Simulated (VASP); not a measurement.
# GaP (I-4m2) in VASP: notebook

The runs below take GaP through single point, with PBE.

Program: VASP 6.6.1. These are calculated values, not measurements. Logs are shortened: lines on timing, memory, paths and dates and some standing lists are left out, and cuts for length are marked.

**1. The cell of the first run**

The structure is tetragonal, space group I-4m2 (No. 119). Conventional cell: a = 4.449 Å, b = 4.449 Å, c = 4.090 Å, α = 90.00°, β = 90.00°, γ = 90.00°. Ga (site symmetry -4m2) has 4 P at 2.45 Å within 3.2 Å. P (site symmetry -4m2) has 4 Ga at 2.45 Å within 3.2 Å.

**2. Single point, PBE**

The input, INCAR:

```
SYSTEM = GaP
PREC = Accurate
ENCUT = 520
EDIFF = 1E-6
ISMEAR = 1
SIGMA = 0.4
LREAL = .False.
LASPH = .True.
NELM = 80
ALGO = Normal
ISIF = 2
LWAVE = .False.
LCHARG = .False.
GGA = PE
NBANDS = 16
```

The input, KPOINTS:

```
regular mesh
0
Gamma
  10 10 10
  0 0 0
```

The input, POSCAR:

```
GaP
1.0
    0.0000000000      3.1460713136      2.0449463538
    3.1460713136      0.0000000000      2.0449463538
    3.1460713136      3.1460713136      0.0000000000
Ga P
1 1
Direct
    0.0000000000      0.0000000000      0.0000000000
    0.7500000000      0.7500000000      0.7500000000
```

Potentials or basis: VASP PAW PBE potentials, release 64 (Ga_d, P).

The run is started by

```sh
$ cat potpaw_PBE.64/Ga_d/POTCAR potpaw_PBE.64/P/POTCAR > POTCAR
$ mpirun -np 1 vasp_std > vasp.out
```

OUTCAR:

```text
SYSTEM = GaP
   PREC = Accurate
   ENCUT = 520
   EDIFF = 1E-6
   ISMEAR = 1
   LREAL = .False.
   LASPH = .True.
   NELM = 80
   ISIF = 2
   GGA = PE

 ion  position               nearest neighbor table
   1  0.000  0.000  0.000-   2 2.45   2 2.45   2 2.45   2 2.45
   2  0.750  0.750  0.750-   1 2.45   1 2.45   1 2.45   1 2.45

  LATTYP: Found a body centered tetragonal cell.
 ALAT       =     4.4492167199
 C/A-ratio  =     0.9192388155

  Lattice vectors:

 A1 = (   0.0000000000,  -3.1460713136,  -2.0449463538)
 A2 = (   0.0000000000,   3.1460713136,  -2.0449463538)
 A3 = (   3.1460713136,   0.0000000000,   2.0449463538)

Analysis of symmetry for initial positions (statically):
=====================================================================
 Subroutine PRICEL returns:
 Original cell was already a primitive cell.

 Routine SETGRP: Setting up the symmetry group for a
 body centered tetragonal supercell.

 Subroutine GETGRP returns: Found  8 space group operations
 (whereof  8 operations were pure point group operations)
 out of a pool of 16 trial point group operations.

The static configuration has the point symmetry D_2d.

Analysis of symmetry for dynamics (positions and initial velocities):
=====================================================================
 Subroutine PRICEL returns:
 Original cell was already a primitive cell.

 Routine SETGRP: Setting up the symmetry group for a
 body centered tetragonal supercell.

 Subroutine GETGRP returns: Found  8 space group operations
 (whereof  8 operations were pure point group operations)
 out of a pool of 16 trial point group operations.

The dynamic configuration has the point symmetry D_2d.

 Subroutine INISYM returns: Found  8 space group operations
 (whereof  8 operations are pure point group operations),
 and found     1 'primitive' translations

----------------------------------------------------------------------------------------

                                     Primitive cell

  volume of cell :      40.4808

  direct lattice vectors                    reciprocal lattice vectors
     0.000000000  3.146071314  2.044946354    -0.158928375  0.158928375  0.244505192
     3.146071314  0.000000000  2.044946354     0.158928375 -0.158928375  0.244505192
     3.146071314  3.146071314  0.000000000     0.158928375  0.158928375 -0.244505192

[... 75 lines left out ...]
   ISTART =      0    job   : 0-new  1-cont  2-samecut
   ICHARG =      2    charge: 1-file 2-atom 10-const
   ISPIN  =      1    spin polarized calculation?
   LNONCOLLINEAR =      F non collinear calculations
   LSORBIT =      F    spin-orbit coupling
   LASPH  =      T    aspherical Exc in radial PAW
   ENCUT  =  520.0 eV  38.22 Ry    6.18 a.u.   6.98  6.98  8.27*2*pi/ulx,y,z
   NELM   =     80;   NELMIN=  2; NELMDL= -5     # of ELM steps
   EDIFF  = 0.1E-05   stopping-criterion for ELM
   LREAL  =      F    real-space projection
   EDIFFG = 0.1E-04   stopping-criterion for IOM
   NSW    =      0    number of steps for IOM
   IBRION =     -1    ionic relax: 0-MD 1-quasi-New 2-CG
   NFREE  =      0    steps in history (QN), initial steepest desc. (CG)
   ISIF   =      2    stress and relaxation
   ISYM   =      2    0-nonsym 1-usesym 2-fastsym
   POTIM  = 0.5000    time-step for ionic-motion
   TEBEG  =    0.0;   TEEND  =   0.0 temperature during run
   PSTRESS=    0.0 pullay stress
   NELECT =      18.0000    total number of electrons
   NUPDOWN=      -1.0000    fix difference up-down
   EMIN   =  10.00;   EMAX   =-10.00  energy-range for DOS
   EFERMI =   0.00;   METHOD = LEGACY
   ISMEAR =     1;   SIGMA  =   0.40  broadening in eV -4-tet -1-fermi 0-gaus
   EFERMI_NEDOS =   21; number of points for ismear=-14 and -15
   IALGO  =     38    algorithm
   IMIX   =      4    mixing-type and parameters
     AMIX     =   0.40;   BMIX     =  1.00
     AMIX_MAG =   1.60;   BMIX_MAG =  1.00
  volume/ion in A,a.u.               =      20.24       136.59
  Fermi-wavevector in a.u.,A,eV,Ry     =   1.249538  2.361284 21.243377  1.561344
  Thomas-Fermi vector in A             =   2.383574
   LORBIT       =      0    0 simple, 1 ext, 2 COOP (PROOUT), +10 PAW based schemes
   GGA     = PE    functional components
   LHFCALC =     F    Hartree Fock is set to
   AEXX    =    0.0000 exact exchange contribution
   IVDW    =     0    specifies the selected vdW correction
   LEPSILON=     F    determine dielectric tensor
   LRPA    =     F    only Hartree local field effects (RPA)
 non-spin polarized calculation
 Methfessel and Paxton  Order N= 1 SIGMA  =   0.40
  energy-cutoff  :      520.00
  volume of cell :       40.48
 maximum number of plane-waves:      1112
   NGX = 13   NGY = 13   NGZ = 17

 number of electron      18.0000005 magnetization

 Free energy of the ion-electron system (eV)
  ---------------------------------------------------
  ext. energy  EPLUGINS =         0.00000000
  ---------------------------------------------------
  free energy    TOTEN  =        -8.49834513 eV

  energy without entropy =       -8.50260587  energy(sigma->0) =       -8.49976538

 E-fermi :   4.8279     XC(G=0): -10.0264

 val. band max:        4.8108005017   @ k =   0.2000   0.0000   0.0000
 cond. band min:       4.8528102490   @ k =  -0.4000   0.5000   0.1000
 fundamental gap:      0.0420097474
 Fermi energy:         4.8278780546

 k-point     1 :       0.0000    0.0000    0.0000
  band No.  band energies     occupation
      1      -9.9613      2.00000
      2      -9.9613      2.00000
      3      -9.9465      2.00000
      4      -9.8877      2.00000
      5      -9.8574      2.00000
      6      -7.5424      2.00000
[... 433 lines left out ...]
      3      -9.9286      2.00000
      4      -9.9261      2.00000
      5      -9.8129      2.00000
      6      -4.7663      2.00000
[... 8 lines left out ...]
     15      15.5033      0.00000
     16      20.3281      0.00000

 [... further k-points ...]
[... 5 lines left out ...]
  --------------------------------------------------------------------------------------
  -------------------------------------------------------------------------------------
  Total       -1.5891924     -1.5891924      1.3770996      0.0000000     -0.0000000      0.0000000
  in kB      -62.8981731    -62.8981731     54.5038128      0.0000000     -0.0000000      0.0000000
  external PRESSURE =     -23.7641778 kB  Pullay stress =       0.0000000 kB

 VOLUME and BASIS-vectors are now :
 -----------------------------------------------------------------------------
  energy-cutoff  :      520.00
  volume of cell :       40.48
      direct lattice vectors                 reciprocal lattice vectors
     0.000000000  3.146071314  2.044946354    -0.158928375  0.158928375  0.244505192
     3.146071314  0.000000000  2.044946354     0.158928375 -0.158928375  0.244505192
     3.146071314  3.146071314  0.000000000     0.158928375  0.158928375 -0.244505192

 POSITION                                       TOTAL-FORCE (eV/Angst)
 -----------------------------------------------------------------------------------
      0.00000      0.00000      0.00000         0.000000      0.000000      0.000000
      4.71911      4.71911      3.06742        -0.000000     -0.000000      0.000000
 -----------------------------------------------------------------------------------
    total drift:                               -0.000001     -0.000001     -0.000003

  FREE ENERGIE OF THE ION-ELECTRON SYSTEM (eV)
  ---------------------------------------------------
  free  energy   TOTEN  =        -8.4983451263 eV

  energy  without entropy=       -8.5026058742  energy(sigma->0) =       -8.49976538
```

Wall time 47 s (1 thread of Intel Xeon Platinum 8488C (Sapphire Rapids), shared host); peak memory 0.21 GiB.

Results:

```yaml
Free_energy: -8.4983 eV
Pressure: -2.4 GPa
Band_gap_on_the_k_mesh: zero (band 9 reaches 5.48 eV, above the bottom of band 10 at 3.89 eV)
```

Stress tensor (GPa, compression positive):
```
-6.29  0.00  0.00
 0.00 -6.29  0.00
 0.00  0.00  5.45
```

Levels at points of the mesh, in eV from the Fermi level:
```csv
k point,band 6,band 7,band 8,band 9,band 10,band 11,band 12,band 13
"(0.00, 0.00, 0.00)",-12.37,-0.69,-0.69,0.65,0.83,4.46,5.32,5.32
"(0.50, 0.00, 0.00)",-10.18,-6.42,-2.24,-0.65,0.07,3.34,6.08,8.03
"(0.50, 0.50, 0.00)",-8.68,-4.91,-4.19,-4.19,-0.36,1.00,10.28,10.28
"(0.50, 0.00, 0.50)",-10.09,-7.47,-1.20,-1.00,3.00,3.69,6.85,7.01
```

**3. Single point, PBE**

This run uses another cell than the first one, of the same volume but with other edges.

The input, INCAR:

```
  ALGO = Normal
  EDIFF = 1E-6
  ENCUT = 520
  GGA = PE
  ISIF = 2
  ISMEAR = 1
  LASPH = T
  LCHARG = F
  LREAL = F
  LWAVE = F
  NBANDS = 16
  NELM = 60
  PREC = Accurate
  SIGMA = 0.4
```

The input, KPOINTS:

```
k-points
0
Gamma
  10 10 10
```

The input, POSCAR:

```
GaP
1.0
    0.0000000000      2.3807251615      3.5710877423
    2.3807251615      0.0000000000      3.5710877423
    2.3807251615      2.3807251615      0.0000000000
Ga P
1 1
Direct
    0.0000000000      0.0000000000      0.0000000000
    0.7500000000      0.7500000000      0.7500000000
```

Potentials or basis: VASP PAW PBE potentials, release 64 (Ga_d, P).

The run is started by

```sh
$ cat potpaw_PBE.64/Ga_d/POTCAR potpaw_PBE.64/P/POTCAR > POTCAR
$ mpirun -np 1 vasp_std > vasp.out
```

Wall time 54 s (1 thread of Intel Xeon Platinum 8488C (Sapphire Rapids), shared host); peak memory 0.21 GiB.

It converged, with:

| Quantity | Value |
| --- | --- |
| Free energy | -7.8764 eV |
| Pressure | 1.1 GPa |
| Band gap on the k mesh | zero (band 9 reaches 6.03 eV, above the bottom of band 10 at 5.02 eV) |

Stress tensor (GPa, compression positive):
```
  9.86   0.00   0.00
  0.00   9.86   0.00
  0.00   0.00 -16.31
```

Levels at points of the mesh, in eV from the Fermi level:
| k point | band 5 | band 6 | band 7 | band 8 | band 9 | band 10 | band 11 | band 12 | band 13 | band 14 |
| --- | --- | --- | --- | --- | --- | --- | --- | --- | --- | --- |
| (0.00, 0.00, 0.00) | -15.27 | -13.00 | -3.08 | -1.23 | 0.47 | 0.47 | 3.99 | 3.99 | 4.61 | 6.17 |
| (0.50, 0.00, 0.00) | -15.22 | -10.85 | -7.09 | -3.42 | -1.22 | 0.44 | 5.54 | 6.05 | 6.73 | 8.44 |
| (0.50, 0.50, 0.00) | -15.25 | -11.31 | -8.86 | -0.99 | -0.99 | 3.46 | 3.75 | 7.06 | 9.22 | 9.22 |
| (0.50, 0.00, 0.50) | -15.21 | -9.39 | -6.15 | -3.81 | -3.54 | 0.12 | 0.31 | 5.92 | 6.10 | 7.35 |

**4. Single point, PBE**

This run uses another cell than the first one, of the same volume but with other edges.

The input, INCAR:

```
SYSTEM = GaP
PREC = Accurate
ENCUT = 520
EDIFF = 1E-6
ISMEAR = 1
SIGMA = 0.4
LREAL = .FALSE.
LASPH = .TRUE.
NELM = 80
ALGO = Normal
ISIF = 2
LWAVE = .FALSE.
LCHARG = .FALSE.
GGA = PE
NBANDS = 16
```

The input, KPOINTS:

```
Automatic mesh
0
G
  10 10 10
  0 0 0
```

The input, POSCAR:

```
GaP
1.0
    0.0000000000      2.7625868314      2.6520833581
    2.7625868314      0.0000000000      2.6520833581
    2.7625868314      2.7625868314      0.0000000000
Ga P
1 1
Direct
    0.0000000000      0.0000000000      0.0000000000
    0.7500000000      0.7500000000      0.7500000000
```

The run is started by

```sh
$ cat potpaw_PBE.64/Ga_d/POTCAR potpaw_PBE.64/P/POTCAR > POTCAR
$ mpirun -np 1 vasp_std > vasp.out
```

Run time: 47 s. Hardware: 1 thread of Intel Xeon Platinum 8488C (Sapphire Rapids), shared host; peak memory 0.2 GiB.

Results (log left out):

| Quantity | Value |
| --- | --- |
| Free energy | -9.1074 eV |
| Pressure | 2.4 GPa |
| Band gap on the k mesh | 1.22 eV, indirect (least direct gap 1.67 eV) |

Stress tensor (GPa, compression positive):
```
1.46 0.00 0.00
0.00 1.46 0.00
0.00 0.00 4.21
```

Levels at points of the mesh, in eV from the valence-band top:
```tsv
k point	band 6	band 7	band 8	band 9	band 10	band 11	band 12	band 13
(0.00, 0.00, 0.00)	-12.63	-0.21	-0.21	0.00	1.67	3.70	3.79	3.79
(0.50, 0.00, 0.00)	-10.56	-6.77	-1.42	-1.10	1.50	4.43	4.78	8.16
(0.50, 0.50, 0.00)	-9.55	-6.71	-3.00	-3.00	1.33	1.42	10.43	10.43
(0.50, 0.00, 0.50)	-9.73	-6.98	-2.74	-2.71	1.61	1.82	10.35	10.36
```

 A k mesh can miss the band edges.

**5. The runs side by side**

| cell | gap on the mesh (eV) | pressure (GPa) |
| --- | --- | --- |
| a = 3.752, b = 3.752, c = 4.449 Å, angles 53.6, 53.6, 72.7°, 2 atoms | none | -2.4 |
| a = 4.292, b = 4.292, c = 3.367 Å, angles 66.9, 66.9, 46.2°, 2 atoms | none | 1.1 |
| a = 3.830, b = 3.830, c = 3.907 Å, angles 59.3, 59.3, 61.3°, 2 atoms | 1.22 | 2.4 |

Alike in all rows: task single point; level PBE; potentials or basis VASP PAW PBE potentials, release 64 (Ga_d, P); no spin polarisation; k mesh 10 × 10 × 10; cutoff (eV) 520; smearing methfessel-paxton 0.4 eV.

Total energies depend on the potentials used, so only differences within one code and one set of settings carry meaning.
